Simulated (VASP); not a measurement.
# Hf (Im-3m) in VASP: notebook

Hf is run at these levels: PBE; tasks: single point.

All numbers are computed with VASP 6.6.1; they aren't measurements. Logs are shortened: lines on timing, memory, paths and dates and some standing lists are left out, and cuts for length are marked.

## 1. The cell of the first run

It takes space group Im-3m (No. 229, cubic). The conventional cell has a = 2.907 Å, b = 2.907 Å, c = 2.907 Å, α = 90.00°, β = 90.00°, γ = 90.00°. Within 3.3 Å of Hf (site symmetry m-3m) lie 14 Hf at 2.52 to 2.91 Å.

This isn't the form of Hf at room conditions, which is hcp.

## 2. Single point, PBE (12.28 Å³/atom)

POSCAR

```
Hf
1.0
   -1.4535096590      1.4535096590      1.4535096590
    1.4535096590     -1.4535096590      1.4535096590
    1.4535096590      1.4535096590     -1.4535096590
Hf
1
Direct
    0.0000000000      0.0000000000      0.0000000000
```

INCAR.step1

```
SYSTEM = Hf
  PREC = Accurate
  ENCUT = 520
  EDIFF = 1E-7
  ISMEAR = -1
  SIGMA = 0.08
  LREAL = .False.
  LASPH = .True.
  NELM = 100
  ALGO = Normal
  ISIF = 2
  LWAVE = .False.
  LCHARG = .True.
  LMAXMIX = 4
  GGA = PE
  NBANDS = 11
```

KPOINTS.step1

```
Automatic mesh
0
Gamma
  17 17 17
  0 0 0
```

INCAR.step2

```
SYSTEM = Hf
  PREC = Accurate
  ENCUT = 520
  EDIFF = 1E-7
  ISMEAR = -5
  SIGMA = 0.08
  LREAL = .False.
  LASPH = .True.
  NELM = 100
  ALGO = Normal
  ISIF = 2
  LWAVE = .False.
  LCHARG = .False.
  LMAXMIX = 4
  GGA = PE
  LORBIT = 10
  NEDOS = 2001
  ICHARG = 11
```

KPOINTS.step2

```
Automatic mesh
0
Gamma
  26 26 26
  0 0 0
```

Potentials or basis: VASP PAW PBE potentials, release 64 (Hf_pv).

Command:

```console
$ cat potpaw_PBE.64/Hf_pv/POTCAR > POTCAR
$ cp INCAR.step1 INCAR
$ cp KPOINTS.step1 KPOINTS
$ mpirun -np 1 vasp_std > vasp.out
$ cp INCAR.step2 INCAR
$ cp KPOINTS.step2 KPOINTS
$ mpirun -np 1 vasp_std > vasp.out
```

OUTCAR:

```text
SYSTEM = Hf
   PREC = Accurate
   ENCUT = 520
   EDIFF = 1E-7
   ISMEAR = -5
   LREAL = .False.
   LASPH = .True.
   NELM = 100
   ISIF = 2
   GGA = PE
   LORBIT = 10
   ICHARG = 11

 ion  position               nearest neighbor table
   1  0.000  0.000  0.000-

  LATTYP: Found a body centered cubic cell.
 ALAT       =     2.9070193180

  Lattice vectors:

 A1 = (  -1.4535096590,   1.4535096590,   1.4535096590)
 A2 = (   1.4535096590,  -1.4535096590,   1.4535096590)
 A3 = (   1.4535096590,   1.4535096590,  -1.4535096590)

Analysis of symmetry for initial positions (statically):
=====================================================================
 Subroutine PRICEL returns:
 Original cell was already a primitive cell.

 Routine SETGRP: Setting up the symmetry group for a
 body centered cubic supercell.

 Subroutine GETGRP returns: Found 48 space group operations
 (whereof 48 operations were pure point group operations)
 out of a pool of 48 trial point group operations.

The static configuration has the point symmetry O_h .

Analysis of symmetry for dynamics (positions and initial velocities):
=====================================================================
 Subroutine PRICEL returns:
 Original cell was already a primitive cell.

 Routine SETGRP: Setting up the symmetry group for a
 body centered cubic supercell.

 Subroutine GETGRP returns: Found 48 space group operations
 (whereof 48 operations were pure point group operations)
 out of a pool of 48 trial point group operations.

The dynamic configuration has the point symmetry O_h .

 Subroutine INISYM returns: Found 48 space group operations
 (whereof 48 operations are pure point group operations),
 and found     1 'primitive' translations

----------------------------------------------------------------------------------------

                                     Primitive cell

  volume of cell :      12.2833

  direct lattice vectors                    reciprocal lattice vectors
    -1.453509659  1.453509659  1.453509659     0.000000000  0.343994962  0.343994962
     1.453509659 -1.453509659  1.453509659     0.343994962  0.000000000  0.343994962
     1.453509659  1.453509659 -1.453509659     0.343994962  0.343994962  0.000000000

  length of vectors
     2.517552579  2.517552579  2.517552579     0.486482341  0.486482341  0.486482341

  position of ions in fractional coordinates (direct lattice)
     0.000000000  0.000000000  0.000000000
[... 78 lines left out ...]
   EDIFF  = 0.1E-06   stopping-criterion for ELM
   LREAL  =      F    real-space projection
   EDIFFG = 0.1E-05   stopping-criterion for IOM
   NSW    =      0    number of steps for IOM
   IBRION =     -1    ionic relax: 0-MD 1-quasi-New 2-CG
   NFREE  =      0    steps in history (QN), initial steepest desc. (CG)
   ISIF   =      2    stress and relaxation
   ISYM   =      2    0-nonsym 1-usesym 2-fastsym
   POTIM  = 0.5000    time-step for ionic-motion
   TEBEG  =    0.0;   TEEND  =   0.0 temperature during run
   PSTRESS=    0.0 pullay stress
   NELECT =      10.0000    total number of electrons
   NUPDOWN=      -1.0000    fix difference up-down
   EMIN   =  10.00;   EMAX   =-10.00  energy-range for DOS
   EFERMI =   0.00;   METHOD = LEGACY
   ISMEAR =    -5;   SIGMA  =   0.08  broadening in eV -4-tet -1-fermi 0-gaus
   EFERMI_NEDOS =   21; number of points for ismear=-14 and -15
   IALGO  =     38    algorithm
   IMIX   =      4    mixing-type and parameters
     AMIX     =   0.40;   BMIX     =  1.00
     AMIX_MAG =   1.60;   BMIX_MAG =  1.00
  volume/ion in A,a.u.               =      12.28        82.89
  Fermi-wavevector in a.u.,A,eV,Ry     =   1.528634  2.888700 31.793041  2.336723
  Thomas-Fermi vector in A             =   2.636366
   LORBIT       =     10    0 simple, 1 ext, 2 COOP (PROOUT), +10 PAW based schemes
   GGA     = PE    functional components
   LHFCALC =     F    Hartree Fock is set to
   AEXX    =    0.0000 exact exchange contribution
   IVDW    =     0    specifies the selected vdW correction
   LEPSILON=     F    determine dielectric tensor
   LRPA    =     F    only Hartree local field effects (RPA)
 non-spin polarized calculation
 Fermi weights with tetrahedron method with Bloechl corrections
  energy-cutoff  :      520.00
  volume of cell :       12.28
 maximum number of plane-waves:       370

 number of electron       9.9999998 magnetization

 Free energy of the ion-electron system (eV)
  ---------------------------------------------------
  ext. energy  EPLUGINS =         0.00000000
  ---------------------------------------------------
  free energy    TOTEN  =        -6.56116216 eV

  energy without entropy =       -6.56116216  energy(sigma->0) =       -6.56116216

 E-fermi :   9.5489     XC(G=0): -14.3484

 val. band max:        9.6151358653   @ k =   0.3077   0.3077   0.0385
 cond. band min:       9.4315170478   @ k =  -0.4615  -0.4615   0.1538
 fundamental gap:     -0.1836188174
 Fermi energy:         9.5489294663

 k-point     1 :       0.0000    0.0000    0.0000
  band No.  band energies     occupation
      1     -17.9491      2.00000
      2     -17.9491      2.00000
      3     -17.9491      2.00000
      4       1.5114      2.00000
      5      11.1254      0.00000
      6      11.1254      0.00000
      7      11.1254      0.00000
      8      15.9951      0.00000
      9      15.9951      0.00000
[... 265 lines left out ...]
 k-point    24 :       0.3846    0.0385    0.0000
  band No.  band energies     occupation
      1     -22.2705      2.00000
      2     -19.2581      2.00000
      3     -18.0849      2.00000
      4       4.0190      2.00000
      5       7.4183      2.00000
      6      13.6114      0.00000
      7      16.8107      0.00000
      8      17.7633      0.00000
      9      21.8458      0.00000

 [... further k-points ...]
[... 5 lines left out ...]
  --------------------------------------------------------------------------------------
  -------------------------------------------------------------------------------------
  Total       12.4694180     12.4694180     12.4694180     -0.0000000      0.0000000     -0.0000000
  in kB     1626.4585802   1626.4585802   1626.4585802     -0.0000000      0.0000000     -0.0000000
  external PRESSURE =    1626.4585802 kB  Pullay stress =       0.0000000 kB

 VOLUME and BASIS-vectors are now :
 -----------------------------------------------------------------------------
  energy-cutoff  :      520.00
  volume of cell :       12.28
      direct lattice vectors                 reciprocal lattice vectors
    -1.453509659  1.453509659  1.453509659     0.000000000  0.343994962  0.343994962
     1.453509659 -1.453509659  1.453509659     0.343994962  0.000000000  0.343994962
     1.453509659  1.453509659 -1.453509659     0.343994962  0.343994962  0.000000000

 POSITION                                       TOTAL-FORCE (eV/Angst)
 -----------------------------------------------------------------------------------
      0.00000      0.00000      0.00000         0.000000      0.000000      0.000000
 -----------------------------------------------------------------------------------
    total drift:                               -0.000000     -0.000000      0.000000

  FREE ENERGIE OF THE ION-ELECTRON SYSTEM (eV)
  ---------------------------------------------------
  free  energy   TOTEN  =        -6.5611621650 eV

  energy  without entropy=       -6.5611621650  energy(sigma->0) =       -6.56116216

 total charge

# of ion       s       p       d       tot
------------------------------------------
    1        0.541   6.600   2.893  10.035
```

OUTCAR.step1:

```text
SYSTEM = Hf
   PREC = Accurate
   ENCUT = 520
   EDIFF = 1E-7
   ISMEAR = -1
   LREAL = .False.
[... 555 lines left out ...]
 -----------------------------------------------------------------------------------
      0.00000      0.00000      0.00000         0.000000     -0.000000      0.000000
 -----------------------------------------------------------------------------------
    total drift:                                0.000000     -0.000000     -0.000000

  FREE ENERGIE OF THE ION-ELECTRON SYSTEM (eV)
  ---------------------------------------------------
  free  energy   TOTEN  =        -6.5659547119 eV

  energy  without entropy=       -6.5539455509  energy(sigma->0) =       -6.55995013
```

OSZICAR.step1:

```text
N       E                     dE             d eps       ncg     rms          rms(c)
DAV:   1     0.191358081715E+02    0.19136E+02   -0.59931E+03  3766   0.915E+02
DAV:   2    -0.640139311638E+01   -0.25537E+02   -0.24544E+02  4223   0.175E+02
DAV:   3    -0.677297279206E+01   -0.37158E+00   -0.36966E+00  4288   0.144E+01
DAV:   4    -0.677338602895E+01   -0.41324E-03   -0.41322E-03  3925   0.577E-01
DAV:   5    -0.677338647149E+01   -0.44254E-06   -0.44210E-06  4126   0.179E-02    0.653E+01
DAV:   6    -0.662472978470E+01    0.14866E+00   -0.64938E-02  3852   0.202E+00    0.388E+01
DAV:   7    -0.656673776268E+01    0.57992E-01   -0.96225E-02  3849   0.239E+00    0.136E+00
DAV:   8    -0.656594791307E+01    0.78985E-03   -0.33714E-03  3870   0.495E-01    0.194E-01
DAV:   9    -0.656595464921E+01   -0.67361E-05   -0.52050E-05  4059   0.683E-02    0.369E-02
DAV:  10    -0.656595455256E+01    0.96642E-07   -0.39606E-06  3903   0.173E-02    0.776E-03
DAV:  11    -0.656595467817E+01   -0.12561E-06   -0.11000E-07  2423   0.316E-03    0.112E-03
DAV:  12    -0.656595471194E+01   -0.33770E-07   -0.19826E-08  1917   0.125E-03
   1 F= -.65659547E+01 E0= -.65599501E+01  d E =-.120092E-01
```

Wall time 58 s (1 thread of Intel Xeon 8259CL, shared host); peak memory 0.21 GiB.

The run converged, but its numbers aren't listed here, since they failed a check.

Caveat: spin-orbit coupling is left out, which moves the levels of the heavy elements; tetrahedron occupations give inexact forces and stress in metals.

## 3. Single point, PBE

This run uses another cell than the first one, of 22.33 Å³/atom.

POSCAR

```
Hf
1.0
   -1.7740411620      1.7740411620      1.7740411620
    1.7740411620     -1.7740411620      1.7740411620
    1.7740411620      1.7740411620     -1.7740411620
Hf
1
Direct
    0.0000000000      0.0000000000      0.0000000000
```

INCAR.step1

```
SYSTEM = Hf
PREC     = Accurate       ! precision mode
ENCUT    = 520            ! plane-wave cutoff, eV
EDIFF    = 1E-7           ! SCF threshold, eV
ISMEAR   = -1             ! smearing method
SIGMA    = 0.08           ! smearing width, eV
LREAL    = .False.        ! projectors in reciprocal space
LASPH    = .True.         ! aspherical terms in the spheres
NELM     = 60             ! most SCF steps
ALGO     = Normal         ! electronic algorithm
ISIF     = 2              ! what is computed and relaxed
LWAVE    = .False.        ! write WAVECAR
LCHARG   = .True.         ! write CHGCAR
LMAXMIX  = 4              ! l up to which the mixer works
GGA      = PE             ! functional
NBANDS   = 11             ! bands
```

KPOINTS.step1 is that of step 2.

INCAR.step2

```
SYSTEM = Hf
PREC     = Accurate       ! precision mode
ENCUT    = 520            ! plane-wave cutoff, eV
EDIFF    = 1E-7           ! SCF threshold, eV
ISMEAR   = -5             ! smearing method
SIGMA    = 0.08           ! smearing width, eV
LREAL    = .False.        ! projectors in reciprocal space
LASPH    = .True.         ! aspherical terms in the spheres
NELM     = 60             ! most SCF steps
ALGO     = Normal         ! electronic algorithm
ISIF     = 2              ! what is computed and relaxed
LWAVE    = .False.        ! write WAVECAR
LCHARG   = .False.        ! write CHGCAR
LMAXMIX  = 4              ! l up to which the mixer works
GGA      = PE             ! functional
LORBIT   = 11             ! projections on sites
NBANDS   = 11             ! bands
NEDOS    = 1001           ! points of the DOS
ICHARG   = 11             ! starting density
```

KPOINTS.step2 is that of step 2.

Potentials or basis: VASP PAW PBE potentials, release 64 (Hf_pv).

Command:

```console
$ cat potpaw_PBE.64/Hf_pv/POTCAR > POTCAR
$ cp INCAR.step1 INCAR
$ cp KPOINTS.step1 KPOINTS
$ mpirun -np 1 vasp_std > vasp.out
$ cp INCAR.step2 INCAR
$ cp KPOINTS.step2 KPOINTS
$ mpirun -np 1 vasp_std > vasp.out
```

OUTCAR:

```text
SYSTEM = Hf
   PREC = Accurate
   ENCUT = 520
   EDIFF = 1E-7
   ISMEAR = -5
   LREAL = .False.
   LASPH = .True.
   NELM = 60
   ISIF = 2
   GGA = PE
   LORBIT = 11
   ICHARG = 11

 ion  position               nearest neighbor table
   1  0.000  0.000  0.000-

  LATTYP: Found a body centered cubic cell.
 ALAT       =     3.5480823240

  Lattice vectors:

 A1 = (  -1.7740411620,   1.7740411620,   1.7740411620)
[... 513 lines left out ...]
      7       8.7711      0.00000
      8       9.5766      0.00000
      9      11.2120      0.00000
     10      15.4874      0.00000
     11      15.8131      0.00000

 [... further k-points ...]
[... 5 lines left out ...]
  --------------------------------------------------------------------------------------
  -------------------------------------------------------------------------------------
  Total       -0.0860654     -0.0860654     -0.0860654      0.0000000      0.0000000      0.0000000
  in kB       -6.1743081     -6.1743081     -6.1743081      0.0000000      0.0000000      0.0000000
  external PRESSURE =      -6.1743081 kB  Pullay stress =       0.0000000 kB

 VOLUME and BASIS-vectors are now :
 -----------------------------------------------------------------------------
  energy-cutoff  :      520.00
  volume of cell :       22.33
      direct lattice vectors                 reciprocal lattice vectors
    -1.774041162  1.774041162  1.774041162     0.000000000  0.281842389  0.281842389
     1.774041162 -1.774041162  1.774041162     0.281842389  0.000000000  0.281842389
     1.774041162  1.774041162 -1.774041162     0.281842389  0.281842389  0.000000000

 POSITION                                       TOTAL-FORCE (eV/Angst)
 -----------------------------------------------------------------------------------
      0.00000      0.00000      0.00000         0.000000     -0.000000     -0.000000
 -----------------------------------------------------------------------------------
    total drift:                               -0.000000     -0.000000      0.000000

  FREE ENERGIE OF THE ION-ELECTRON SYSTEM (eV)
  ---------------------------------------------------
  free  energy   TOTEN  =        -9.7432004143 eV

  energy  without entropy=       -9.7432004143  energy(sigma->0) =       -9.74320041

 total charge

# of ion       s       p       d       tot
------------------------------------------
    1        0.383   6.362   1.589   8.334
```

OSZICAR.step1:

```text
N       E                     dE             d eps       ncg     rms          rms(c)
DAV:   1     0.133152361499E+02    0.13315E+02   -0.57117E+03  3654   0.837E+02
DAV:   2    -0.963205106973E+01   -0.22947E+02   -0.22203E+02  4536   0.156E+02
DAV:   3    -0.101028412956E+02   -0.47079E+00   -0.46514E+00  4542   0.151E+01
DAV:   4    -0.101046940003E+02   -0.18527E-02   -0.18524E-02  4085   0.115E+00
DAV:   5    -0.101047046568E+02   -0.10657E-04   -0.10656E-04  4552   0.749E-02    0.449E+01
DAV:   6    -0.984925791719E+01    0.25545E+00   -0.21833E-01  4041   0.346E+00    0.262E+01
DAV:   7    -0.976698950398E+01    0.82268E-01   -0.30497E-01  4128   0.396E+00    0.115E+00
DAV:   8    -0.976304514702E+01    0.39444E-02   -0.19921E-02  4038   0.103E+00    0.114E-01
DAV:   9    -0.976306248982E+01   -0.17343E-04   -0.31434E-04  4750   0.148E-01    0.492E-02
DAV:  10    -0.976306695357E+01   -0.44637E-05   -0.23871E-05  4256   0.384E-02    0.270E-02
DAV:  11    -0.976306669686E+01    0.25671E-06   -0.31011E-06  4304   0.132E-02    0.208E-03
DAV:  12    -0.976306668193E+01    0.14933E-07   -0.44157E-08  2689   0.206E-03
   1 F= -.97630667E+01 E0= -.97422682E+01  d E =-.415970E-01
```

Run time: 79 s. Hardware: 1 thread of Intel Xeon 8259CL, shared host; peak memory 0.27 GiB.

What came out:

| Quantity | Value |
| --- | --- |
| Valence electrons inside the program's atomic spheres | Hf 8.33 |

Caveat: spin-orbit coupling is left out, which moves the levels of the heavy elements; tetrahedron occupations give inexact forces and stress in metals.

## 4. Single point, PBE (22.33 Å³/atom)

This run uses another cell than the first one, of 22.33 Å³/atom.

POSCAR is that of step 3.

INCAR.step1

```
ALGO = Normal ; EDIFF = 1E-6
ENCUT = 520 ; GGA = PE
ISIF = 2 ; ISMEAR = -1
LASPH = T ; LCHARG = T
LMAXMIX = 4 ; LREAL = F
LWAVE = F ; NBANDS = 11
NELM = 100 ; PREC = Accurate
SIGMA = 0.08
```

KPOINTS.step1

```
k-points
0
Gamma
  17 17 17
```

INCAR.step2

```
ALGO = Normal ; EDIFF = 1E-6
ENCUT = 520 ; GGA = PE
ICHARG = 11 ; ISIF = 2
ISMEAR = -5 ; LASPH = T
LCHARG = F ; LMAXMIX = 4
LORBIT = 11 ; LREAL = F
LWAVE = F ; NBANDS = 11
NEDOS = 1001 ; NELM = 100
PREC = Accurate ; SIGMA = 0.08
```

KPOINTS.step2

```
k-points
0
Gamma
  26 26 26
```

Command:

```console
$ cat potpaw_PBE.64/Hf_pv/POTCAR > POTCAR
$ cp INCAR.step1 INCAR
$ cp KPOINTS.step1 KPOINTS
$ mpirun -np 1 vasp_std > vasp.out
$ cp INCAR.step2 INCAR
$ cp KPOINTS.step2 KPOINTS
$ mpirun -np 1 vasp_std > vasp.out
```

Wall time 72 s (1 thread of Intel Xeon 8259CL, shared host); peak memory 0.27 GiB.

The run converged. Its results:

```yaml
Valence_electrons_inside_the_program's_atomic_spheres: Hf 8.33
```

Levels at points of the mesh, in eV from the Fermi level:
```tsv
k point	band 1	band 2	band 3	band 4	band 5	band 6	band 7	band 8	band 9	band 10
(0.00, 0.00, 0.00)	-29.82	-29.82	-29.82	-7.04	1.54	1.54	1.54	4.32	4.32	13.28
(0.50, 0.00, 0.00)	-30.64	-30.09	-29.82	-3.37	-0.49	1.08	4.15	5.16	7.63	10.21
(0.50, 0.50, 0.50)	-30.40	-30.40	-30.40	-2.57	-2.57	6.80	6.80	6.80	7.25	7.25
```

Caveat: spin-orbit coupling is left out, which moves the levels of the heavy elements; tetrahedron occupations give inexact forces and stress in metals.
